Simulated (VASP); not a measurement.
Input of a VASP 6.6.1 run:

INCAR

```
  ALGO = Normal
  EDIFF = 1E-6
  EDIFFG = -0.04
  ENCUT = 600
  GGA = PE
  IBRION = 2
  ISIF = 4
  ISMEAR = 0
  ISPIN = 2
  KPAR = 4
  LASPH = T
  LCHARG = F
  LMAXMIX = 4
  LORBIT = 11
  LREAL = F
  LWAVE = F
  MAGMOM = 1.53 -1.53
  NELM = 150
  NSW = 60
  PREC = Accurate
  SIGMA = 0.05
```

Contents of KPOINTS:

```
k-points
0
Gamma
  20 20 10
```

POSCAR

```
Mn
1.0
    0.0000000000      1.8199729815      1.8199729815
    3.4688444058      1.8199729815      1.8199729815
    3.4688444058      3.6399459629      0.0000000000
Mn
2
Direct
    0.0000000000      0.0000000000      0.0000000000
    0.0000000000      0.0000000000      0.5000000000
```

Potentials or basis: VASP PAW PBE potentials, release 64 (Mn_pv).

Command:

```sh
$ cat potpaw_PBE.64/Mn_pv/POTCAR > POTCAR
$ mpirun -np 4 vasp_std > vasp.out
```

(1) Estimate the site moments.

(2) Predict the net moment.

Answers

(1) Mn +1.90, -1.90 μB.

(2) 0.00 μB per cell.

Caveat: the antiferromagnetic order is the one typed at the start, and another may lie lower.
